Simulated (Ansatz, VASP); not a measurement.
## LuHg in VASP and in Ansatz

```
CELL_PARAMETERS angstrom
3.60700 -0.01803 -0.01803
-0.01803 3.60700 -0.01803
-0.01803 -0.01803 3.60700
ATOMIC_POSITIONS crystal
Lu 0.50000 0.50000 0.50000
Hg 0.00000 0.00000 0.00000
```

Change from the starting cell: equal xy, yz and zx shear strains of -1 %, crystal datasets.

Alike in both runs: task electric field gradients; functional LDA; k mesh 10 × 10 × 10; occupations fermi-dirac, width 0.05 eV; no spin polarisation.

|  | VASP | Ansatz |
| --- | --- | --- |
| version | VASP 6.6.1 | Ansatz 0.2.0 |
| potentials or method | VASP PAW PBE potentials, release 64 (Lu, Hg), cutoff 520 eV | all-electron PAW with datasets made for the crystal, scalar-relativistic |

|  | VASP | Ansatz | Ansatz less VASP |
| --- | --- | --- | --- |
| pressure (GPa) | -3.6 | -4.1 | -0.54 |
| traceless stress, the component that is largest in VASP (GPa) | 0.45 | 0.44 | -0.018 |
| size of Vzz on the site where it differs most (V/Å²) | 6.6 | 1.1 | -5.49 |

VASP's potentials were made for PBE, not for LDA. LDA's correlation is that of Perdew and Zunger in VASP and of Perdew and Wang (1992) in Ansatz. Ansatz ran all-electron here, and VASP with PAW potentials.

Spin-orbit coupling is off throughout.
